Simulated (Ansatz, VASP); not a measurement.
## Two plane-wave programs on Nb

```xyz
5
Lattice="2.8340 0.0000 0.0000 -0.9447 2.6719 0.0000 0.0000 0.0000 24.2559" Properties=species:S:1:pos:R:3 pbc="T T T"
Nb    0.9447    1.3360    7.5986
Nb    0.0000    0.0000    9.8173
Nb    0.9447    1.3360   12.1279
Nb    0.0000    0.0000   14.4386
Nb    0.9447    1.3360   16.6573
```

Alike in both runs: functional PBEsol; k mesh 13 × 13 × 1; occupations gaussian, width 0.1 eV; no spin polarisation.

Ansatz relaxed the structure, and its values are those at the end. VASP's run is a single point on that final structure, the one shown.

```csv
,VASP,Ansatz
version,VASP 6.6.1,Ansatz 0.2.0
potentials or method,"VASP PAW PBE potentials, release 64 (Nb_sv), cutoff 520 eV","scalar-relativistic, plane waves, PAW"
valence electrons in the cell,65,65
```

|  | VASP | Ansatz | Ansatz less VASP |
| --- | --- | --- | --- |
| gap on the k mesh at the Fermi level (eV) | none | none | - |
| rms of the force components (eV/Å) | 0.004 | 0.001 | -0.0031 |

VASP's potentials were made for PBE, not for PBEsol. A gap of «none» marks a metal or a gap that the smearing closes.
